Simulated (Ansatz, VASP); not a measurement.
**Two plane-wave programs on PC2**

```
CELL_PARAMETERS angstrom
2.31051 -4.09170 -0.23197
2.31051 4.09170 -0.23197
-1.02584 0.00000 4.18141
ATOMIC_POSITIONS crystal
P 0.76869 0.76869 0.81826
P 0.23131 0.23131 0.18174
C 0.46430 0.83126 0.98078
C 0.53570 0.16874 0.01922
C 0.16874 0.53570 0.01922
C 0.83126 0.46430 0.98078
```

Alike in both runs: functional PBE; k mesh 4 × 4 × 3; occupations gaussian, width 0.2 eV; no spin polarisation.

Ansatz relaxed the structure, and its values are those at the end. VASP's run is a single point on that final structure, the one shown.

|  | VASP | Ansatz |
| --- | --- | --- |
| version | VASP 6.6.1 | Ansatz 0.2.0 |
| potentials or method | VASP PAW PBE potentials, release 64 (P, C_h), cutoff 1300 eV | scalar-relativistic, plane waves, PAW |
| valence electrons in the cell | 26 | 26 |

Ansatz gave:

```
gap on the k mesh at the Fermi level (eV) : none
pressure (GPa)                            : -0.1
rms of the force components (eV/Å)        : 0.034
```

Question: What did VASP give for the same quantities?

Answer: gap on the k mesh at the Fermi level (eV): none; pressure (GPa): -0.4; rms of the force components (eV/Å): 0.047.

A gap of «none» marks a metal or a gap that the smearing closes. With one functional, cell and mesh, what is left measures potentials, basis and numerics.

The k mesh is coarse, so the values compare programs but aren't converged.
